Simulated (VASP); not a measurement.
A run of VASP 6.6.1 is set up as follows.

The input INCAR:

```
  PREC = Accurate
  ENCUT = 520
  EDIFF = 1E-6
  ISMEAR = -1
  SIGMA = 0.1
  LREAL = F
  LASPH = T
  NELM = 100
  ALGO = Normal
  ISIF = 2
  LWAVE = F
  LCHARG = T
  GGA = PS
  LELF = T
  LVHAR = T
  NBANDS = 13
```

KPOINTS

```
regular mesh
0
Gamma
  13 13 13
```

POSCAR

```
Sn
1.0
   -1.8678360732      1.8678360732      1.8678360732
    1.8678360732     -1.8678360732      1.8678360732
    1.8678360732      1.8678360732     -1.8678360732
Sn
1
Direct
    0.0000000000      0.0000000000      0.0000000000
```

Potentials or basis: VASP PAW PBE potentials, release 64 (Sn_d).

Launch:

```console
$ cat potpaw_PBE.64/Sn_d/POTCAR > POTCAR
$ mpirun -np 1 vasp_std > vasp.out
```

(1) What does it give for the band gap on the k mesh?

(2) Predict the pressure.

Answers

(1) zero (band 7 reaches 16.79 eV, above the bottom of band 8 at 5.96 eV).

(2) 0.2 GPa.

Caveat: the PAW data sets were made with another functional, which shifts forces and pressure a little; spin-orbit coupling is left out, which moves the levels of the heavy elements.
